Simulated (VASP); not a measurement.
A run of VASP 6.6.1 is set up as follows.

File POSCAR:

```
TaN
1.0
    0.0000000000      2.2413805224      2.2413805224
    2.2413805224      0.0000000000      2.2413805224
    2.2413805224      2.2413805224      0.0000000000
Ta N
1 1
Direct
    0.5000000000      0.5000000000      0.5000000000
    0.0000000000      0.0000000000      0.0000000000
```

Contents of INCAR.step1:

```
PREC = Accurate
ENCUT = 520
ISMEAR = 0
SIGMA = 0.1
LREAL = False
LASPH = True
NELM = 60
NBANDS = 15
GGA = PE
ALGO = Normal
EDIFF = 1E-4
LWAVE = True
LCHARG = False
```

Contents of INCAR.step2:

```
PREC = Accurate
ENCUT = 520
EDIFF = 1E-6
ISMEAR = 0
SIGMA = 0.1
LREAL = False
LASPH = True
NELM = 60
ALGO = Normal
ISIF = 2
LWAVE = False
LCHARG = False
METAGGA = R2SCAN
LMIXTAU = True
NBANDS = 15
ISTART = 1
```

The input KPOINTS:

```
Automatic mesh
0
Gamma
  16 16 16
```

Potentials or basis: VASP PAW PBE potentials, release 64 (Ta_pv, N).

Command:

```console
$ cat potpaw_PBE.64/Ta_pv/POTCAR potpaw_PBE.64/N/POTCAR > POTCAR
$ cp INCAR.step1 INCAR
$ mpirun -np 1 vasp_std > vasp.out
$ cp INCAR.step2 INCAR
$ mpirun -np 1 vasp_std > vasp.out
```

Q: What does it give for the band gap on the k mesh?

A: Zero (band 8 reaches 10.71 eV, above the bottom of band 9 at 6.96 eV).

Q: What does it give for the pressure?

A: -16.5 GPa.

Caveat: the PAW data sets were made with another functional, which shifts forces and pressure a little; spin-orbit coupling is left out, which moves the levels of the heavy elements.
